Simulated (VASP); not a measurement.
Wanted: the native input for a VASP 6.6.1 run.

* Task: single point
* Functional: LDA
* Potentials or basis: VASP PAW LDA potentials, release 64 (Ta_pv)
* Cutoff: 500 eV
* k mesh: 6 × 6 × 6, shifted
* Occupations: fermi-dirac, width 0.1 eV
* Spin: non-collinear spin, zero start, spin-orbit coupling
* Starting moments: [[0.0, 0.0, 0.0]] μB
* Dipole correction: no
* Further INCAR settings: ALGO = Normal; EDIFF = 1e-06; NBANDS = 22

The structure of Ta lies in POSCAR:

```
Ta
1.0
   -1.6512800000      1.6512800000      1.6512800000
    1.6512800000     -1.6512800000      1.6512800000
    1.6512800000      1.6512800000     -1.6512800000
Ta
1
Direct
    0.0000000000      0.0000000000      0.0000000000
```

These files were run (other wordings do the same):

INCAR

```
SYSTEM = Ta
PREC = Accurate
ENCUT = 500
EDIFF = 1E-6
ISMEAR = -1
SIGMA = 0.1
LREAL = .FALSE.
LASPH = .TRUE.
NELM = 200
ALGO = Normal
ISIF = 2
LWAVE = .FALSE.
LCHARG = .FALSE.
MAGMOM = 0 0 0
LORBIT = 11
LSORBIT = .TRUE.
GGA_COMPAT = .FALSE.
LORBMOM = .TRUE.
LMAXMIX = 4
GGA = CA
NBANDS = 22
```

KPOINTS

```
Automatic mesh
0
Gamma
  6 6 6
  0.5 0.5 0.5
```

Potentials or basis: VASP PAW LDA potentials, release 64 (Ta_pv).

Command:

```bash
$ cat potpaw_LDA.64/Ta_pv/POTCAR > POTCAR
$ mpirun -np 1 vasp_ncl > vasp.out
```

It gave:

```json
{
  "Pressure": "-9.3 GPa",
  "Net moment": "0.00 μB per cell",
  "Valence electrons inside the program's atomic spheres": "Ta 8.97"
}
```

Caveat: the k points lie up to 0.45 Å⁻¹ apart.

It used 20 s of CPU time on 1 thread of AMD EPYC 7R13 Processor (Zen 3), on a shared host.
